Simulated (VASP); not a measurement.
# Mg (P6_3/mmc) in VASP: a series of runs

The runs below take Mg through single point, relaxation of cell and atoms, with PBE, BLYP+D4, revPBE+D4, revPBE+D3(BJ).

Everything below comes from runs of VASP 6.6.1. Logs are shortened: lines on timing, memory, paths and dates and some standing lists are left out, and cuts for length are marked.

**1. The cell of the first run**

The structure is hexagonal, space group P6_3/mmc (No. 194). Conventional cell: a = 3.177 Å, b = 3.177 Å, c = 10.319 Å, α = 90.00°, β = 90.00°, γ = 120.00°. Mg (site symmetry -6m2) has 12 Mg at 3.17 to 3.18 Å within 4.2 Å. Mg (site symmetry -3m) has 12 Mg at 3.17 to 3.18 Å within 4.2 Å.

**2. Single point, PBE**

Input file INCAR:

```
SYSTEM = Mg
PREC = Accurate
ENCUT = 520
EDIFF = 1E-7
ISMEAR = 0
SIGMA = 0.028000000000000004
LREAL = .False.
LASPH = .True.
NELM = 80
ALGO = Normal
ISIF = 2
LWAVE = .False.
LCHARG = .False.
GGA = PE
NBANDS = 12
```

Input file KPOINTS:

```
regular mesh
0
Gamma
  10 10 3
  0 0 0
```

Input file POSCAR:

```
Mg
1.0
    3.1768261656      0.0000000000      0.0000000000
   -1.5884130828      2.7512121628      0.0000000000
    0.0000000000      0.0000000000     10.3188620100
Mg
4
Direct
    0.6666666667      0.3333333333      0.7500000000
    0.0000000000      0.0000000000      0.5000000000
    0.3333333333      0.6666666667      0.2500000000
    0.0000000000      0.0000000000      0.0000000000
```

Potentials or basis: VASP PAW PBE potentials, release 64 (Mg).

The run is started by

```bash
$ cat potpaw_PBE.64/Mg/POTCAR > POTCAR
$ mpirun -np 1 vasp_std > vasp.out
```

OUTCAR:

```text
SYSTEM = Mg
   PREC = Accurate
   ENCUT = 520
   EDIFF = 1E-7
   ISMEAR = 0
   LREAL = .False.
   LASPH = .True.
   NELM = 80
   ISIF = 2
   GGA = PE

 ion  position               nearest neighbor table
   1  0.667  0.333  0.750-   2 3.17   4 3.17   2 3.17   4 3.17   2 3.17   4 3.17
   2  0.000  0.000  0.500-   1 3.17   3 3.17   3 3.17   1 3.17   1 3.17   3 3.17
   3  0.333  0.667  0.250-   2 3.17   4 3.17   2 3.17   4 3.17   2 3.17   4 3.17
   4  0.000  0.000  0.000-   1 3.17   3 3.17   3 3.17   1 3.17   1 3.17   3 3.17

  LATTYP: Found a hexagonal cell.
 ALAT       =     3.1768261656
 C/A-ratio  =     3.2481670296

  Lattice vectors:

 A1 = (   3.1768261656,   0.0000000000,   0.0000000000)
 A2 = (  -1.5884130828,   2.7512121628,   0.0000000000)
 A3 = (   0.0000000000,   0.0000000000,  10.3188620100)

Analysis of symmetry for initial positions (statically):
=====================================================================
 Subroutine PRICEL returns:
 Original cell was already a primitive cell.

 Routine SETGRP: Setting up the symmetry group for a
 hexagonal supercell.

 Subroutine GETGRP returns: Found 24 space group operations
 (whereof 12 operations were pure point group operations)
 out of a pool of 24 trial point group operations.

The static configuration has the point symmetry D_3d.
 The point group associated with its full space group is D_6h.

Analysis of symmetry for dynamics (positions and initial velocities):
=====================================================================
 Subroutine PRICEL returns:
 Original cell was already a primitive cell.

 Routine SETGRP: Setting up the symmetry group for a
 hexagonal supercell.

 Subroutine GETGRP returns: Found 24 space group operations
 (whereof 12 operations were pure point group operations)
 out of a pool of 24 trial point group operations.

The dynamic configuration has the point symmetry D_3d.
 The point group associated with its full space group is D_6h.

 Subroutine INISYM returns: Found 24 space group operations
 (whereof 12 operations are pure point group operations),
 and found     1 'primitive' translations

----------------------------------------------------------------------------------------

                                     Primitive cell

  volume of cell :      90.1881

  direct lattice vectors                    reciprocal lattice vectors
     3.176826166  0.000000000  0.000000000     0.314779578  0.181738074  0.000000000
    -1.588413083  2.751212163  0.000000000     0.000000000  0.363476148  0.000000000
     0.000000000  0.000000000 10.318862010     0.000000000  0.000000000  0.096909911

  length of vectors
     3.176826166  3.176826166 10.318862010     0.363476148  0.363476148  0.096909911

  position of ions in fractional coordinates (direct lattice)
     0.666666667  0.333333333  0.750000000
     0.000000000  0.000000000  0.500000000
     0.333333333  0.666666667  0.250000000
     0.000000000  0.000000000  0.000000000

  ion indices of the primitive-cell ions
   primitive index   ion index
                 1           1
                 2           2
                 3           3
                 4           4

----------------------------------------------------------------------------------------

 KPOINTS: regular mesh

Automatic generation of k-mesh.
 Grid dimensions read from file:
 generate k-points for:   10   10    3

 Generating k-lattice:

  Cartesian coordinates                     Fractional coordinates (reciprocal lattice)
     0.031477958  0.018173807  0.000000000     0.100000000 -0.000000000  0.000000000
     0.000000000  0.036347615  0.000000000     0.000000000  0.100000000  0.000000000
     0.000000000  0.000000000  0.032303304     0.000000000  0.000000000  0.333333333

  Length of vectors
     0.036347615  0.036347615  0.032303304

  Shift w.r.t. Gamma in fractional coordinates (k-lattice)
     0.000000000  0.000000000  0.000000000

 Subroutine IBZKPT returns following result:
 ===========================================

 Found     28 irreducible k-points:

 Following reciprocal coordinates:
            Coordinates               Weight
  0.000000  0.000000  0.000000      1.000000
  0.100000  0.000000  0.000000      6.000000
  0.200000  0.000000  0.000000      6.000000
  0.300000  0.000000  0.000000      6.000000
  0.400000  0.000000  0.000000      6.000000
  0.500000  0.000000  0.000000      3.000000
[... 16 lines left out ...]
  0.300000  0.100000  0.333333     24.000000
  0.400000  0.100000  0.333333     24.000000
 [... further k-points ...]
   k-points           NKPTS =     28   k-points in BZ     NKDIM =     28   number of bands    NBANDS=     12
   number of dos      NEDOS =    301   number of ions     NIONS =      4
   total plane-waves  NPLWV =  46080
   dimension x,y,z NGX =    24 NGY =   24 NGZ =   80
   dimension x,y,z NGXF=    48 NGYF=   48 NGZF=  160
   ions per type =               4
   NGX,Y,Z   is equivalent  to a cutoff of  12.56, 12.56, 12.89 a.u.
   NGXF,Y,Z  is equivalent  to a cutoff of  25.12, 25.12, 25.78 a.u.
 SYSTEM =  Mg
   PREC   = accura    normal or accurate (medium, high low for compatibility)
   ISTART =      0    job   : 0-new  1-cont  2-samecut
   ICHARG =      2    charge: 1-file 2-atom 10-const
   ISPIN  =      1    spin polarized calculation?
   LNONCOLLINEAR =      F non collinear calculations
   LSORBIT =      F    spin-orbit coupling
   LASPH  =      T    aspherical Exc in radial PAW
   ENCUT  =  520.0 eV  38.22 Ry    6.18 a.u.   5.91  5.91 19.19*2*pi/ulx,y,z
   NELM   =     80;   NELMIN=  2; NELMDL= -5     # of ELM steps
   EDIFF  = 0.1E-06   stopping-criterion for ELM
   LREAL  =      F    real-space projection
   EDIFFG = 0.1E-05   stopping-criterion for IOM
   NSW    =      0    number of steps for IOM
   IBRION =     -1    ionic relax: 0-MD 1-quasi-New 2-CG
   NFREE  =      0    steps in history (QN), initial steepest desc. (CG)
   ISIF   =      2    stress and relaxation
   ISYM   =      2    0-nonsym 1-usesym 2-fastsym
   POTIM  = 0.5000    time-step for ionic-motion
   TEBEG  =    0.0;   TEEND  =   0.0 temperature during run
   PSTRESS=    0.0 pullay stress
   NELECT =       8.0000    total number of electrons
   NUPDOWN=      -1.0000    fix difference up-down
   EMIN   =  10.00;   EMAX   =-10.00  energy-range for DOS
   EFERMI =   0.00;   METHOD = LEGACY
   ISMEAR =     0;   SIGMA  =   0.03  broadening in eV -4-tet -1-fermi 0-gaus
   EFERMI_NEDOS =   21; number of points for ismear=-14 and -15
   IALGO  =     38    algorithm
   IMIX   =      4    mixing-type and parameters
     AMIX     =   0.40;   BMIX     =  1.00
     AMIX_MAG =   1.60;   BMIX_MAG =  1.00
  volume/ion in A,a.u.               =      22.55       152.15
  Fermi-wavevector in a.u.,A,eV,Ry     =   0.730110  1.379708  7.252733  0.533061
  Thomas-Fermi vector in A             =   1.821999
   LORBIT       =      0    0 simple, 1 ext, 2 COOP (PROOUT), +10 PAW based schemes
   GGA     = PE    functional components
   LHFCALC =     F    Hartree Fock is set to
   AEXX    =    0.0000 exact exchange contribution
   IVDW    =     0    specifies the selected vdW correction
   LEPSILON=     F    determine dielectric tensor
   LRPA    =     F    only Hartree local field effects (RPA)
 non-spin polarized calculation
 Gauss-broadening in eV      SIGMA  =   0.03
  energy-cutoff  :      520.00
  volume of cell :       90.19
 maximum number of plane-waves:      2456
 NGX is ok and might be reduce to    24
   NGX = 11   NGY = 11   NGZ = 39

 number of electron       8.0000000 magnetization

 Free energy of the ion-electron system (eV)
  ---------------------------------------------------
  ext. energy  EPLUGINS =         0.00000000
  ---------------------------------------------------
  free energy    TOTEN  =        -5.99499172 eV

  energy without entropy =       -5.99468160  energy(sigma->0) =       -5.99483666

 E-fermi :   2.8392     XC(G=0):  -8.5467

 val. band max:        2.8189707699   @ k =   0.3000   0.3000   0.0000
 cond. band min:       2.8846920286   @ k =   0.3000   0.3000   0.3333
 fundamental gap:      0.0657212587
 Fermi energy:         2.8391588881

 k-point     1 :       0.0000    0.0000    0.0000
  band No.  band energies     occupation
      1      -4.2817      2.00000
      2      -2.8746      2.00000
      3      -2.8739      2.00000
      4       1.0115      2.00000
      5       1.4844      2.00000
      6       7.8009      0.00000
      7       7.8103      0.00000
      8      13.8012      0.00000
      9      13.8012      0.00000
     10      13.8778      0.00000
     11      13.8778      0.00000
     12      14.5860      0.00000

 k-point     2 :       0.1000    0.0000    0.0000
  band No.  band energies     occupation
      1      -4.0824      2.00000
      2      -2.6783      2.00000
      3      -2.6776      2.00000
      4       1.1931      2.00000
      5       1.6777      2.00000
      6       7.9449      0.00000
      7       7.9662      0.00000
      8      11.0481      0.00000
      9      12.0983      0.00000
     10      12.1769      0.00000
     11      12.3578      0.00000
     12      13.3170      0.00000

 k-point     3 :       0.2000    0.0000    0.0000
  band No.  band energies     occupation
      1      -3.4872      2.00000
      2      -2.0921      2.00000
      3      -2.0911      2.00000
      4       1.7383      2.00000
      5       2.2458      2.00000
      6       7.7097      0.00000
      7       8.2599      0.00000
      8       8.7152      0.00000
      9       9.2291      0.00000
     10       9.4434      0.00000
     11      11.1945      0.00000
     12      11.7557      0.00000

 k-point     4 :       0.3000    0.0000    0.0000
  band No.  band energies     occupation
      1      -2.5035      2.00000
      2      -1.1238      2.00000
      3      -1.1224      2.00000
      4       2.6469      2.00000
      5       3.1087      0.00000
      6       5.2409      0.00000
      7       6.3739      0.00000
      8       6.4705      0.00000
      9       9.3496      0.00000
     10       9.4312      0.00000
     11       9.9849      0.00000
     12      10.0355      0.00000

 k-point     5 :       0.4000    0.0000    0.0000
  band No.  band energies     occupation
      1      -1.1440      2.00000
      2       0.2090      2.00000
      3       0.2120      2.00000
      4       2.5745      2.00000
      5       3.8186      0.00000
      6       3.8996      0.00000
      7       4.1394      0.00000
      8       4.8696      0.00000
      9       7.6046      0.00000
     10       8.0937      0.00000
     11       9.8685      0.00000
     12      10.1464      0.00000
[... 228 lines left out ...]
      1      -3.5288      2.00000
      2      -3.0610      2.00000
      3      -1.2136      2.00000
      4       0.1442      2.00000
      5       3.7357      0.00000
      6       5.8787      0.00000
      7       9.4903      0.00000
      8       9.6866      0.00000
      9      10.0990      0.00000
     10      10.2357      0.00000
     11      10.9389      0.00000
     12      11.8350      0.00000

 k-point    22 :       0.2000    0.1000    0.3333
  band No.  band energies     occupation
      1      -2.7406      2.00000
      2      -2.2768      2.00000
      3      -0.4461      2.00000
      4       0.8969      2.00000
      5       4.4122      0.00000
      6       6.2897      0.00000
      7       6.9517      0.00000
      8       7.3734      0.00000
      9       8.5213      0.00000
     10       8.6975      0.00000
     11       9.5069      0.00000
     12      10.2498      0.00000

 k-point    23 :       0.3000    0.1000    0.3333
  band No.  band energies     occupation
      1      -1.5710      2.00000
      2      -1.1134      2.00000
      3       0.6874      2.00000
      4       1.9935      2.00000
      5       4.0829      0.00000
      6       4.5187      0.00000
      7       5.7229      0.00000
      8       6.2931      0.00000
      9       7.3133      0.00000
     10       7.5532      0.00000
     11       8.3829      0.00000
     12       8.7850      0.00000

 k-point    24 :       0.4000    0.1000    0.3333
  band No.  band energies     occupation
      1      -0.0369      2.00000
      2       0.4083      2.00000
      3       1.8067      2.00000
      4       1.9753      2.00000
      5       2.5770      2.00000
      6       3.5123      0.00000
      7       4.1984      0.00000
      8       5.3902      0.00000
      9       6.8137      0.00000
     10       7.5308      0.00000
     11       8.1619      0.00000
     12       8.9693      0.00000

 [... further k-points ...]
[... 5 lines left out ...]
  --------------------------------------------------------------------------------------
  -------------------------------------------------------------------------------------
  Total        0.2165813      0.2165813      0.9805138      0.0000000      0.0000000      0.0000000
  in kB        3.8475318      3.8475318     17.4186681      0.0000000      0.0000000      0.0000000
  external PRESSURE =       8.3712439 kB  Pullay stress =       0.0000000 kB

 VOLUME and BASIS-vectors are now :
 -----------------------------------------------------------------------------
  energy-cutoff  :      520.00
  volume of cell :       90.19
      direct lattice vectors                 reciprocal lattice vectors
     3.176826166  0.000000000  0.000000000     0.314779578  0.181738074  0.000000000
    -1.588413083  2.751212163  0.000000000     0.000000000  0.363476148  0.000000000
     0.000000000  0.000000000 10.318862010     0.000000000  0.000000000  0.096909911

 POSITION                                       TOTAL-FORCE (eV/Angst)
 -----------------------------------------------------------------------------------
      1.58841      0.91707      7.73915         0.000000      0.000000     -0.000000
      0.00000      0.00000      5.15943         0.000000      0.000000     -0.000000
     -0.00000      1.83414      2.57972        -0.000000     -0.000000      0.000000
      0.00000      0.00000      0.00000         0.000000      0.000000     -0.000000
 -----------------------------------------------------------------------------------
    total drift:                                0.000000     -0.000000      0.000000

  FREE ENERGIE OF THE ION-ELECTRON SYSTEM (eV)
  ---------------------------------------------------
  free  energy   TOTEN  =        -5.9949917236 eV

  energy  without entropy=       -5.9946816039  energy(sigma->0) =       -5.99483666
```

Run time: 28 s. Hardware: 1 thread of Intel Xeon 8259CL, shared host; peak memory 0.2 GiB.

Results:

| Item | Value |
| --- | --- |
| Free energy | -5.9950 eV |
| Pressure | 0.8 GPa |
| Band gap on the k mesh | zero (bands 4 and 5 overlap by 1.89 eV) |

Stress tensor (GPa, compression positive):
```
0.38 0.00 0.00
0.00 0.38 0.00
0.00 0.00 1.74
```

**3. Single point, BLYP+D4**

This run uses another cell than the first one, of 22.97 Å³/atom.

Input file INCAR:

```
SYSTEM = Mg
AGGAC = 1.0
AGGAX = 1.0
ALDAC = 0.0
ALDAX = 1.0
ALGO = Fast
EDIFF = 1E-6
ENCUT = 520
GGA = B5
ISIF = 2
ISMEAR = -1
IVDW = 13
LASPH = .True.
LCHARG = .True.
LELF = .True.
LREAL = .False.
LVHAR = .True.
LWAVE = .False.
NBANDS = 12
NELM = 100
PREC = Accurate
SIGMA = 0.05
VDW_A1 = 0.44488865
VDW_A2 = 4.0933009
VDW_S6 = 1.0
VDW_S8 = 2.34076671
```

Input file KPOINTS:

```
k-points
0
Gamma
  10 10 3
  0 0 0
```

Input file POSCAR:

```
Mg
1.0
    3.1771644296      0.0000000000      0.0000000000
   -1.5885822148      2.7515051080      0.0000000000
    0.0000000000      0.0000000000     10.5098621279
Mg
4
Direct
    0.6666666667      0.3333333333      0.7500000000
    0.0000000000      0.0000000000      0.5000000000
    0.3333333333      0.6666666667      0.2500000000
    0.0000000000      0.0000000000      0.0000000000
```

Potentials or basis: VASP PAW PBE potentials, release 64 (Mg).

The run is started by

```bash
$ cat potpaw_PBE.64/Mg/POTCAR > POTCAR
$ mpirun -np 1 vasp_std > vasp.out
```

Wall time 60 s (1 thread of Intel Xeon 8259CL, shared host); peak memory 0.2 GiB.

The run converged. Its results:

```yaml
Free_energy: -3.5392 eV
Pressure: 0.0 GPa
Band_gap_on_the_k_mesh: zero (bands 4 and 5 overlap by 2.15 eV)
Dispersion_energy_per_atom: -0.142 eV
```

Levels at points of the mesh, in eV from the Fermi level:
| k point | band 1 | band 2 | band 3 | band 4 | band 5 | band 6 | band 7 | band 8 | band 9 |
| --- | --- | --- | --- | --- | --- | --- | --- | --- | --- |
| (0.00, 0.00, 0.00) | -7.05 | -5.69 | -5.69 | -1.82 | -1.62 | 4.60 | 4.61 | 11.00 | 11.00 |
| (0.50, 0.00, 0.00) | -2.22 | -2.18 | -1.16 | -1.13 | -0.62 | -0.61 | 2.64 | 2.87 | 3.10 |

Caveat: the PAW data sets were made with another functional, which shifts forces and pressure a little.

**4. Single point, revPBE+D4**

This run uses another cell than the first one, of 23.26 Å³/atom.

Input file INCAR:

```
SYSTEM = Mg
  PREC = Accurate
  ENCUT = 520
  EDIFF = 1E-6
  ISMEAR = -1
  SIGMA = 0.05
  LREAL = .False.
  LASPH = .True.
  NELM = 80
  ALGO = Normal
  ISIF = 2
  LWAVE = .False.
  LCHARG = .True.
  GGA = RE
  IVDW = 13
  LELF = .True.
  LVHAR = .True.
  NBANDS = 12
```

Input file KPOINTS:

```
regular mesh
0
Gamma
  10 10 3
  0 0 0
```

Input file POSCAR:

```
Mg
1.0
    3.1929315994      0.0000000000      0.0000000000
   -1.5964657997      2.7651598777      0.0000000000
    0.0000000000      0.0000000000     10.5394819466
Mg
4
Direct
    0.6666666667      0.3333333333      0.7500000000
    0.0000000000      0.0000000000      0.5000000000
    0.3333333333      0.6666666667      0.2500000000
    0.0000000000      0.0000000000      0.0000000000
```

The run is started by

```bash
$ cat potpaw_PBE.64/Mg/POTCAR > POTCAR
$ mpirun -np 1 vasp_std > vasp.out
```

It took 30 s on 1 thread of Intel Xeon 8259CL, shared host; peak memory 0.2 GiB.

The run converged. Its results:

```
Free energy                : -6.4998 eV
Pressure                   : -0.2 GPa
Band gap on the k mesh     : zero (bands 4 and 5 overlap by 1.95 eV)
Dispersion energy per atom : -0.269 eV
```

Levels at points of the mesh, in eV from the Fermi level:
| k point | band 1 | band 2 | band 3 | band 4 | band 5 | band 6 | band 7 | band 8 | band 9 |
| --- | --- | --- | --- | --- | --- | --- | --- | --- | --- |
| (0.00, 0.00, 0.00) | -6.99 | -5.64 | -5.64 | -1.88 | -1.49 | 4.63 | 4.63 | 10.95 | 10.95 |
| (0.50, 0.00, 0.00) | -2.20 | -2.18 | -1.18 | -1.15 | -0.59 | -0.56 | 2.59 | 2.76 | 3.17 |

Caveat: the PAW data sets were made with another functional, which shifts forces and pressure a little.

(Part 1 of 2 ends here.)
